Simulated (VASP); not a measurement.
# Ta3Mo (I4/mmm) in VASP: further runs

Ta3Mo is run at these levels: PBE; tasks: relaxation of cell and atoms, single point.

All numbers are computed with VASP 6.6.1; they aren't measurements. Logs are shortened: lines on timing, memory, paths and dates and some standing lists are left out, and cuts for length are marked.

### 1 The cell of the first run

Symmetry: I4/mmm, No. 139, tetragonal system. Conventional cell: a = 3.876 Å, b = 3.876 Å, c = 8.658 Å, α = 90.00°, β = 90.00°, γ = 90.00°. Within 3.6 Å of Ta (site symmetry 4/mmm) lie 4 Mo at 2.74 Å and 8 Ta at 2.91 Å. Ta (site symmetry -4m2) has 8 Ta at 2.74 to 2.91 Å and 4 Mo at 2.91 Å within 3.6 Å. Mo (site symmetry 4/mmm) has 12 Ta at 2.74 to 2.91 Å within 3.6 Å.

### 2 Relaxation of cell and atoms, PBE

File INCAR:

```
SYSTEM = Ta3Mo
PREC = Accurate
ENCUT = 600
EDIFF = 1E-6
ISMEAR = 0
SIGMA = 0.1
LREAL = .FALSE.
LASPH = .TRUE.
NELM = 60
ALGO = Normal
ISIF = 3
LWAVE = .FALSE.
LCHARG = .FALSE.
GGA = PE
IBRION = 2
NSW = 90
EDIFFG = -0.04
```

File KPOINTS:

```
Automatic mesh
0
G
  6 6 6
  0 0 0
```

File POSCAR:

```
Ta3Mo
1.0
   -1.9379912371      1.9379912371      4.3290193867
    1.9379912371     -1.9379912371      4.3290193867
    1.9379912371      1.9379912371     -4.3290193867
Ta Mo
3 1
Direct
    0.5000000000      0.5000000000      0.0000000000
    0.2500000000      0.7500000000      0.5000000000
    0.7500000000      0.2500000000      0.5000000000
    0.0000000000      0.0000000000      0.0000000000
```

Potentials or basis: VASP PAW PBE potentials, release 64 (Ta_pv, Mo_sv).

Started as:

```
$ cat potpaw_PBE.64/Ta_pv/POTCAR potpaw_PBE.64/Mo_sv/POTCAR > POTCAR
$ mpirun -np 1 vasp_std > vasp.out
```

OUTCAR:

```text
SYSTEM = Ta3Mo
   PREC = Accurate
   ENCUT = 600
   EDIFF = 1E-6
   ISMEAR = 0
   LREAL = .FALSE.
   LASPH = .TRUE.
   NELM = 60
   ISIF = 3
   GGA = PE
   IBRION = 2
   NSW = 90
   EDIFFG = -0.04

 ion  position               nearest neighbor table
   1  0.500  0.500  0.000-   4 2.74   4 2.74   4 2.74   4 2.74   2 2.91   2 2.91   3 2.91   3 2.91
                             3 2.91   2 2.91   3 2.91   2 2.91
   2  0.250  0.750  0.500-   3 2.74   3 2.74   3 2.74   3 2.74   4 2.91   4 2.91   1 2.91   1 2.91
                             4 2.91   1 2.91   4 2.91   1 2.91
   3  0.750  0.250  0.500-   2 2.74   2 2.74   2 2.74   2 2.74   1 2.91   1 2.91   4 2.91   4 2.91
                             4 2.91   1 2.91   4 2.91   1 2.91
   4  0.000  0.000  0.000-   1 2.74   1 2.74   1 2.74   1 2.74   3 2.91   3 2.91   2 2.91   2 2.91
                             3 2.91   2 2.91   3 2.91   2 2.91

  LATTYP: Found a body centered tetragonal cell.
 ALAT       =     3.8759824742
 C/A-ratio  =     2.2337662337

  Lattice vectors:

 A1 = (  -1.9379912371,   1.9379912371,   4.3290193867)
 A2 = (   1.9379912371,  -1.9379912371,   4.3290193867)
 A3 = (   1.9379912371,   1.9379912371,  -4.3290193867)

Analysis of symmetry for initial positions (statically):
=====================================================================
 Subroutine PRICEL returns:
 Original cell was already a primitive cell.

 Routine SETGRP: Setting up the symmetry group for a
 body centered tetragonal supercell.

 Subroutine GETGRP returns: Found 16 space group operations
 (whereof 16 operations were pure point group operations)
 out of a pool of 16 trial point group operations.

The static configuration has the point symmetry D_4h.

Analysis of symmetry for dynamics (positions and initial velocities):
=====================================================================
 Subroutine PRICEL returns:
 Original cell was already a primitive cell.

 Routine SETGRP: Setting up the symmetry group for a
 body centered tetragonal supercell.

 Subroutine GETGRP returns: Found 16 space group operations
 (whereof 16 operations were pure point group operations)
 out of a pool of 16 trial point group operations.

The dynamic configuration has the point symmetry D_4h.

 Subroutine INISYM returns: Found 16 space group operations
 (whereof 16 operations are pure point group operations),
 and found     1 'primitive' translations

----------------------------------------------------------------------------------------

                                     Primitive cell

  volume of cell :      65.0359

  direct lattice vectors                    reciprocal lattice vectors
    -1.937991237  1.937991237  4.329019387     0.000000000  0.257999103  0.115499598
     1.937991237 -1.937991237  4.329019387     0.257999103  0.000000000  0.115499598
     1.937991237  1.937991237 -4.329019387     0.257999103  0.257999103  0.000000000

  length of vectors
     5.123673382  5.123673382  5.123673382     0.282672415  0.282672415  0.364865830

  position of ions in fractional coordinates (direct lattice)
     0.500000000  0.500000000  0.000000000
     0.250000000  0.750000000  0.500000000
     0.750000000  0.250000000  0.500000000
     0.000000000  0.000000000  0.000000000

  ion indices of the primitive-cell ions
   primitive index   ion index
                 1           1
                 2           2
                 3           3
                 4           4

----------------------------------------------------------------------------------------

 KPOINTS: Automatic mesh

Automatic generation of k-mesh.
 Grid dimensions read from file:
 generate k-points for:    6    6    6

 Generating k-lattice:

  Cartesian coordinates                     Fractional coordinates (reciprocal lattice)
     0.000000000  0.042999850  0.019249933     0.166666667 -0.000000000  0.000000000
     0.042999850  0.000000000  0.019249933    -0.000000000  0.166666667  0.000000000
     0.042999850  0.042999850  0.000000000     0.000000000  0.000000000  0.166666667

  Length of vectors
     0.047112069  0.047112069  0.060810972

  Shift w.r.t. Gamma in fractional coordinates (k-lattice)
     0.000000000  0.000000000  0.000000000

 Subroutine IBZKPT returns following result:
 ===========================================

 Found     30 irreducible k-points:

 Following reciprocal coordinates:
            Coordinates               Weight
  0.000000  0.000000  0.000000      1.000000
  0.166667 -0.000000  0.000000      8.000000
  0.333333 -0.000000  0.000000      8.000000
  0.500000  0.000000  0.000000      4.000000
  0.166667  0.166667  0.000000      8.000000
  0.333333  0.166667  0.000000     16.000000
[... 16 lines left out ...]
 -0.333333 -0.333333  0.166667      8.000000
 -0.166667 -0.333333  0.166667      8.000000
 [... further k-points ...]
   k-points           NKPTS =     30   k-points in BZ     NKDIM =     30   number of bands    NBANDS=     28
   number of dos      NEDOS =    301   number of ions     NIONS =      4
   total plane-waves  NPLWV =  74088
   dimension x,y,z NGX =    42 NGY =   42 NGZ =   42
   dimension x,y,z NGXF=    84 NGYF=   84 NGZF=   84
   ions per type =               3   1
   NGX,Y,Z   is equivalent  to a cutoff of  13.63, 13.63, 13.63 a.u.
   NGXF,Y,Z  is equivalent  to a cutoff of  27.26, 27.26, 27.26 a.u.
 SYSTEM =  Ta3Mo
   PREC   = accura    normal or accurate (medium, high low for compatibility)
   ISTART =      0    job   : 0-new  1-cont  2-samecut
   ICHARG =      2    charge: 1-file 2-atom 10-const
   ISPIN  =      1    spin polarized calculation?
   LNONCOLLINEAR =      F non collinear calculations
   LSORBIT =      F    spin-orbit coupling
   LASPH  =      T    aspherical Exc in radial PAW
   ENCUT  =  600.0 eV  44.10 Ry    6.64 a.u.  10.23 10.23 10.23*2*pi/ulx,y,z
   NELM   =     60;   NELMIN=  2; NELMDL= -5     # of ELM steps
   EDIFF  = 0.1E-05   stopping-criterion for ELM
   LREAL  =      F    real-space projection
   EDIFFG = -.4E-01   stopping-criterion for IOM
   NSW    =     90    number of steps for IOM
   IBRION =      2    ionic relax: 0-MD 1-quasi-New 2-CG
   NFREE  =      1    steps in history (QN), initial steepest desc. (CG)
   ISIF   =      3    stress and relaxation
   ISYM   =      2    0-nonsym 1-usesym 2-fastsym
   POTIM  = 0.5000    time-step for ionic-motion
   TEBEG  =    0.0;   TEEND  =   0.0 temperature during run
   PSTRESS=    0.0 pullay stress
   NELECT =      47.0000    total number of electrons
   NUPDOWN=      -1.0000    fix difference up-down
   EMIN   =  10.00;   EMAX   =-10.00  energy-range for DOS
   EFERMI =   0.00;   METHOD = LEGACY
   ISMEAR =     0;   SIGMA  =   0.10  broadening in eV -4-tet -1-fermi 0-gaus
   EFERMI_NEDOS =   21; number of points for ismear=-14 and -15
   IALGO  =     38    algorithm
   IMIX   =      4    mixing-type and parameters
     AMIX     =   0.40;   BMIX     =  1.00
     AMIX_MAG =   1.60;   BMIX_MAG =  1.00
  volume/ion in A,a.u.               =      16.26       109.72
  Fermi-wavevector in a.u.,A,eV,Ry     =   1.469117  2.776229 29.365522  2.158305
  Thomas-Fermi vector in A             =   2.584533
   LORBIT       =      0    0 simple, 1 ext, 2 COOP (PROOUT), +10 PAW based schemes
   GGA     = PE    functional components
   LHFCALC =     F    Hartree Fock is set to
   AEXX    =    0.0000 exact exchange contribution
   IVDW    =     0    specifies the selected vdW correction
   LEPSILON=     F    determine dielectric tensor
   LRPA    =     F    only Hartree local field effects (RPA)
 conjugate gradient relaxation of ions
 non-spin polarized calculation
 Gauss-broadening in eV      SIGMA  =   0.10
  energy-cutoff  :      600.00
  volume of cell :       65.04
 maximum number of plane-waves:      2191
 NGX is ok and might be reduce to    42
   NGX = 21   NGY = 21   NGZ = 21

--------------------------------------- Ionic step        1  -------------------------------------------

 number of electron      46.9999998 magnetization

 Free energy of the ion-electron system (eV)
  ---------------------------------------------------
  ext. energy  EPLUGINS =         0.00000000
  ---------------------------------------------------
  free energy    TOTEN  =       -45.01547691 eV

  energy without entropy =      -44.98883213  energy(sigma->0) =      -45.00215452

------------------------ aborting loop because EDIFF is reached ----------------------------------------

  FORCE on cell =-STRESS in cart. coord.  units (eV):
  Direction    XX          YY          ZZ          XY          YZ          ZX
  --------------------------------------------------------------------------------------
  -------------------------------------------------------------------------------------
  Total        7.6228126      7.6228126     15.3366517      0.0000000     -0.0000000      0.0000000
  in kB      187.7900967    187.7900967    377.8226565      0.0000000     -0.0000000      0.0000000
  external PRESSURE =     251.1342833 kB  Pullay stress =       0.0000000 kB
[... 289 lines left out ...]
  energy  without entropy=      -45.7801247940  energy(sigma->0) =      -45.78943133

--------------------------------------- Ionic step        9  -------------------------------------------

 number of electron      46.9999999 magnetization

 Free energy of the ion-electron system (eV)
  ---------------------------------------------------
  ext. energy  EPLUGINS =         0.00000000
  ---------------------------------------------------
  free energy    TOTEN  =       -45.80227835 eV

  energy without entropy =      -45.78344374  energy(sigma->0) =      -45.79286105

 E-fermi :   6.9223     XC(G=0): -12.6233

 val. band max:        6.8834807421   @ k =  -0.1667   0.1667   0.1667
 cond. band min:       6.9318051033   @ k =  -0.1667  -0.3333   0.1667
 fundamental gap:      0.0483243613
 Fermi energy:         6.9223149186

 k-point     1 :       0.0000    0.0000    0.0000
  band No.  band energies     occupation
      1     -53.5336      2.00000
      2     -27.8975      2.00000
      3     -27.8975      2.00000
      4     -27.8214      2.00000
      5     -27.4567      2.00000
      6     -27.4567      2.00000
[... 733 lines left out ...]
     27       8.9613      0.00000
     28       9.8258      0.00000

 [... further k-points ...]
[... 5 lines left out ...]
  --------------------------------------------------------------------------------------
  -------------------------------------------------------------------------------------
  Total        0.0447535      0.0447535     -0.0483895      0.0000000      0.0000000     -0.0000000
  in kB        0.9998370      0.9998370     -1.0810682      0.0000000      0.0000000     -0.0000000
  external PRESSURE =       0.3062019 kB  Pullay stress =       0.0000000 kB
[... 19 lines left out ...]
  FREE ENERGIE OF THE ION-ELECTRON SYSTEM (eV)
  ---------------------------------------------------
  free  energy   TOTEN  =       -45.8022783539 eV

  energy  without entropy=      -45.7834437376  energy(sigma->0) =      -45.79286105

 reached required accuracy - stopping structural energy minimisation
```

Run time: 5.8 min. Hardware: 1 thread of Intel Xeon 6975P-C (Granite Rapids), shared host; peak memory 0.31 GiB.

What came out:

- Free energy: -45.8023 eV
- Relaxed volume: 17.93 Å³/atom
- Relaxed cell: a = 5.510 Å, b = 5.510 Å, c = 5.510 Å, α = 138.85°, β = 138.85°, γ = 59.60°
- Space group after relaxing (to 0.05 Å): I4/mmm (No. 139)
- Energy gained by relaxing: 196.7 meV/atom
- Ionic steps: 9
- Pressure after relaxing: 0.0 GPa

Stress tensor (GPa, compression positive):
```
 0.10  0.00  0.00
 0.00  0.10  0.00
 0.00  0.00 -0.11
```

Step by step:
```csv
step,energy change (eV),largest force (eV/Å),pressure (GPa),volume (Å³)
1,0.0000,0.0000,25.11,65.04
2,1.6090,0.0000,-30.62,91.89
3,-0.6173,0.0000,-3.76,73.24
4,-0.6205,0.0000,-2.37,72.73
5,-0.7851,0.0000,-1.13,72.12
6,-0.7857,0.0000,-1.01,72.09
7,-0.7857,0.0000,-0.96,72.07
8,-0.7833,0.0000,1.85,71.09
9,-0.7868,0.0000,0.03,71.71
```

Final structure:
```
CELL_PARAMETERS angstrom
-1.93636 1.93636 4.78163
1.93636 -1.93636 4.78163
1.93636 1.93636 -4.78163
ATOMIC_POSITIONS crystal
Ta 0.50000 0.50000 0.00000
Ta 0.25000 0.75000 0.50000
Ta 0.75000 0.25000 0.50000
Mo 0.00000 0.00000 0.00000
```

Caveat: the k points lie up to 0.38 Å⁻¹ apart in the final cell; spin-orbit coupling is left out, which moves the levels of the heavy elements.

### 3 Single point, PBE

This run uses another cell than the first one, of 17.92 Å³/atom, 1.102 times its volume.

File INCAR:

```
PREC = Accurate
ENCUT = 520
EDIFF = 1E-7
ISMEAR = 0
SIGMA = 0.1
LREAL = F
LASPH = T
NELM = 80
ALGO = Fast
ISIF = 2
LWAVE = F
LCHARG = F
GGA = PE
NBANDS = 32
```

File KPOINTS:

```
regular mesh
0
Gamma
  16 16 16
```

File POSCAR:

```
Ta3Mo
1.0
   -1.9338666148      1.9338666148      4.7908693083
    1.9338666148     -1.9338666148      4.7908693083
    1.9338666148      1.9338666148     -4.7908693083
Ta Mo
3 1
Direct
    0.5000000000      0.5000000000      0.0000000000
    0.2500000000      0.7500000000      0.5000000000
    0.7500000000      0.2500000000      0.5000000000
    0.0000000000      0.0000000000      0.0000000000
```

Potentials or basis: VASP PAW PBE potentials, release 64 (Ta_pv, Mo_sv).

Started as:

```
$ cat potpaw_PBE.64/Ta_pv/POTCAR potpaw_PBE.64/Mo_sv/POTCAR > POTCAR
$ mpirun -np 1 vasp_std > vasp.out
```

OUTCAR:

```text
PREC = Accurate
   ENCUT = 520
   EDIFF = 1E-7
   ISMEAR = 0
   LREAL = F
   LASPH = T
   NELM = 80
   ISIF = 2
   GGA = PE

 ion  position               nearest neighbor table
   1  0.500  0.500  0.000-   4 2.73   4 2.73   4 2.73   4 2.73   3 3.08   2 3.08   3 3.08   3 3.08
                             2 3.08   2 3.08   3 3.08   2 3.08
   2  0.250  0.750  0.500-   3 2.73   3 2.73   3 2.73   3 2.73   4 3.08   1 3.08   4 3.08   1 3.08
                             4 3.08   4 3.08   1 3.08   1 3.08
   3  0.750  0.250  0.500-   2 2.73   2 2.73   2 2.73   2 2.73   4 3.08   1 3.08   4 3.08   4 3.08
                             1 3.08   1 3.08   4 3.08   1 3.08
   4  0.000  0.000  0.000-   1 2.73   1 2.73   1 2.73   1 2.73   3 3.08   2 3.08   3 3.08   2 3.08
                             3 3.08   3 3.08   2 3.08   2 3.08

  LATTYP: Found a body centered tetragonal cell.
 ALAT       =     3.8677332296
 C/A-ratio  =     2.4773525080

  Lattice vectors:

 A1 = (  -1.9338666148,   1.9338666148,   4.7908693083)
 A2 = (   1.9338666148,  -1.9338666148,   4.7908693083)
 A3 = (   1.9338666148,   1.9338666148,  -4.7908693083)

Analysis of symmetry for initial positions (statically):
=====================================================================
 Subroutine PRICEL returns:
 Original cell was already a primitive cell.

 Routine SETGRP: Setting up the symmetry group for a
 body centered tetragonal supercell.

 Subroutine GETGRP returns: Found 16 space group operations
 (whereof 16 operations were pure point group operations)
 out of a pool of 16 trial point group operations.

The static configuration has the point symmetry D_4h.

Analysis of symmetry for dynamics (positions and initial velocities):
=====================================================================
 Subroutine PRICEL returns:
 Original cell was already a primitive cell.

 Routine SETGRP: Setting up the symmetry group for a
[... 124 lines left out ...]
   EFERMI =   0.00;   METHOD = LEGACY
   ISMEAR =     0;   SIGMA  =   0.10  broadening in eV -4-tet -1-fermi 0-gaus
   EFERMI_NEDOS =   21; number of points for ismear=-14 and -15
   IALGO  =     68    algorithm
   IMIX   =      4    mixing-type and parameters
     AMIX     =   0.40;   BMIX     =  1.00
     AMIX_MAG =   1.60;   BMIX_MAG =  1.00
  volume/ion in A,a.u.               =      17.92       120.91
  Fermi-wavevector in a.u.,A,eV,Ry     =   1.422323  2.687801 27.524636  2.023004
  Thomas-Fermi vector in A             =   2.543039
   LORBIT       =      0    0 simple, 1 ext, 2 COOP (PROOUT), +10 PAW based schemes
   GGA     = PE    functional components
   LHFCALC =     F    Hartree Fock is set to
   AEXX    =    0.0000 exact exchange contribution
   IVDW    =     0    specifies the selected vdW correction
   LEPSILON=     F    determine dielectric tensor
   LRPA    =     F    only Hartree local field effects (RPA)
 non-spin polarized calculation
 RMM-DIIS sequential band-by-band and
 Gauss-broadening in eV      SIGMA  =   0.10
  energy-cutoff  :      520.00
  volume of cell :       71.67
 maximum number of plane-waves:      1950
 NGX is ok and might be reduce to    42
   NGX = 21   NGY = 21   NGZ = 21

 number of electron      46.9999999 magnetization

 Free energy of the ion-electron system (eV)
  ---------------------------------------------------
  ext. energy  EPLUGINS =         0.00000000
  ---------------------------------------------------
  free energy    TOTEN  =       -45.81186472 eV

  energy without entropy =      -45.79342833  energy(sigma->0) =      -45.80264653

 E-fermi :   6.8960     XC(G=0): -12.6259

 val. band max:        6.8926347769   @ k =  -0.1875   0.2500   0.0625
 cond. band min:       6.8996091200   @ k =  -0.4375   0.2500   0.0625
 fundamental gap:      0.0069743431
 Fermi energy:         6.8959512797

 k-point     1 :       0.0000    0.0000    0.0000
  band No.  band energies     occupation
      1     -53.5168      2.00000
      2     -27.8946      2.00000
      3     -27.8946      2.00000
      4     -27.8072      2.00000
      5     -27.4436      2.00000
      6     -27.4436      2.00000
[... 829 lines left out ...]
     31      12.9190      0.00000
     32      13.1057      0.00000

 [... further k-points ...]
[... 5 lines left out ...]
  --------------------------------------------------------------------------------------
  -------------------------------------------------------------------------------------
  Total        0.0975122      0.0975122      0.0593851      0.0000000     -0.0000000     -0.0000000
  in kB        2.1799285      2.1799285      1.3275805      0.0000000     -0.0000000     -0.0000000
  external PRESSURE =       1.8958125 kB  Pullay stress =       0.0000000 kB

 VOLUME and BASIS-vectors are now :
 -----------------------------------------------------------------------------
  energy-cutoff  :      520.00
  volume of cell :       71.67
      direct lattice vectors                 reciprocal lattice vectors
    -1.933866615  1.933866615  4.790869308     0.000000000  0.258549373  0.104365193
     1.933866615 -1.933866615  4.790869308     0.258549373  0.000000000  0.104365193
     1.933866615  1.933866615 -4.790869308     0.258549373  0.258549373  0.000000000

 POSITION                                       TOTAL-FORCE (eV/Angst)
 -----------------------------------------------------------------------------------
      0.00000      0.00000      4.79087         0.000000      0.000000     -0.000000
      1.93387      0.00000      2.39543        -0.000000     -0.000000      0.000000
      0.00000      1.93387      2.39543         0.000000     -0.000000     -0.000000
      0.00000      0.00000      0.00000         0.000000      0.000000     -0.000000
 -----------------------------------------------------------------------------------
    total drift:                               -0.000000     -0.000000      0.000000

  FREE ENERGIE OF THE ION-ELECTRON SYSTEM (eV)
  ---------------------------------------------------
  free  energy   TOTEN  =       -45.8118647166 eV

  energy  without entropy=      -45.7934283338  energy(sigma->0) =      -45.80264653
```

Wall time 15 min (1 thread of Intel Xeon 6975P-C (Granite Rapids), shared host); peak memory 0.78 GiB.

Results:

```yaml
Free_energy: -45.8119 eV
Pressure: 0.2 GPa
```

Caveat: spin-orbit coupling is left out, which moves the levels of the heavy elements.
